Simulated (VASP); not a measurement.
Runs of VASP 6.6.1 on SnO2 (Cassiterite). The structure is that of space group P4_2/mnm (No. 136), or close to it. The cells are those of the table. 

```tsv
cell	gap on the mesh (eV)	pressure (GPa)	largest force (eV/Å)
a = 4.738, b = 4.738, c = 3.187 Å, 6 atoms	1.27	8.6	0.30
a = 4.744, b = 4.744, c = 3.216 Å, 6 atoms	(c)	5.3	0.01
a = 4.795, b = 4.795, c = 3.231 Å, 6 atoms	0.81	(a)	0.02
a = 4.700, b = 4.700, c = 3.203 Å, 6 atoms	1.33	10.3	0.01
a = 4.774, b = 4.774, c = 3.225 Å, 6 atoms	0.92	(b)	0.01
```

Alike in all rows: task single point; level PBE+D3(BJ); potentials or basis VASP PAW PBE potentials, release 64 (Sn_d, O); no spin polarisation; k mesh 3 × 3 × 4; cutoff (eV) 520; smearing methfessel-paxton 0.01 eV.

Q: Estimate the missing entries.

A: (a) 0.3; (b) 2.3; (c) 1.08.

Caveats: all runs use coarse meshes; three body term missing; spin-orbit coupling is left out, which moves the levels of the heavy elements.

A k mesh can miss the band edges, and the runs leave out spin-orbit coupling on Sn.
